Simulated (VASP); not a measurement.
Set up this calculation in VASP 6.6.1, as the native input.

```
Task                               : single point
Functional                         : r2SCAN0
Potentials or basis                : VASP PAW PBE potentials, release 64 (Ir)
Cutoff                             : 520 eV
k mesh                             : 6 × 6 × 6
Occupations                        : fermi-dirac, width 0.05 eV
Spin                               : no spin polarisation
Dipole correction                  : no
Grid for exact exchange (PRECFOCK) : Normal
Further INCAR settings             : ALGO = Normal; EDIFF = 1e-06; NBANDS = 10
```

Ir:

```
CELL_PARAMETERS angstrom
0.00000 1.91560 1.91560
1.91560 0.00000 1.91560
1.91560 1.91560 0.00000
ATOMIC_POSITIONS crystal
Ir 0.00000 0.00000 0.00000
```

The input as run:

POSCAR

```
Ir
1.0
    0.0000000000      1.9156000000      1.9156000000
    1.9156000000      0.0000000000      1.9156000000
    1.9156000000      1.9156000000      0.0000000000
Ir
1
Direct
    0.0000000000      0.0000000000      0.0000000000
```

INCAR.step1

```
SYSTEM = Ir
PREC     = Accurate       ! precision mode
ENCUT    = 520            ! plane-wave cutoff, eV
EDIFF    = 1E-5           ! SCF threshold, eV
ISMEAR   = -1             ! smearing method
SIGMA    = 0.05           ! smearing width, eV
LREAL    = .FALSE.        ! projectors in reciprocal space
LASPH    = .TRUE.         ! aspherical terms in the spheres
NELM     = 100            ! most SCF steps
ALGO     = Normal         ! electronic algorithm
ISIF     = 2              ! what is computed and relaxed
LWAVE    = .TRUE.         ! write WAVECAR
LCHARG   = .FALSE.        ! write CHGCAR
GGA      = PE             ! functional
NBANDS   = 10             ! bands
```

INCAR.step2

```
SYSTEM = Ir
PREC     = Accurate       ! precision mode
ENCUT    = 520            ! plane-wave cutoff, eV
EDIFF    = 1E-6           ! SCF threshold, eV
ISMEAR   = -1             ! smearing method
SIGMA    = 0.05           ! smearing width, eV
LREAL    = .FALSE.        ! projectors in reciprocal space
LASPH    = .TRUE.         ! aspherical terms in the spheres
NELM     = 100            ! most SCF steps
ALGO     = Normal         ! electronic algorithm
ISIF     = 2              ! what is computed and relaxed
LWAVE    = .FALSE.        ! write WAVECAR
LCHARG   = .FALSE.        ! write CHGCAR
METAGGA  = R2SCAN         ! meta-GGA
LHFCALC  = .TRUE.         ! exact exchange
AEXX     = 0.25           ! exact-exchange fraction
LMIXTAU  = .TRUE.       
PRECFOCK = Normal       
ISTART   = 1            
NBANDS   = 10             ! bands
```

KPOINTS

```
Automatic mesh
0
G
  6 6 6
  0 0 0
```

Potentials or basis: VASP PAW PBE potentials, release 64 (Ir).

Launch:

```console
$ cat potpaw_PBE.64/Ir/POTCAR > POTCAR
$ cp INCAR.step1 INCAR
$ mpirun -np 1 vasp_std > vasp.out
$ cp INCAR.step2 INCAR
$ mpirun -np 1 vasp_std > vasp.out
```

Results of the run:

```
Pressure : -3.1 GPa
```

Caveat: the k points lie up to 0.47 Å⁻¹ apart; the PAW data sets were made with another functional, which shifts forces and pressure a little.

It took 9.5 min on 1 thread of Intel(R) Xeon(R) Platinum 8175M CPU @ 2.50GHz (Skylake/Cascade Lake), with other jobs on the host, peak memory 0.15 GiB.
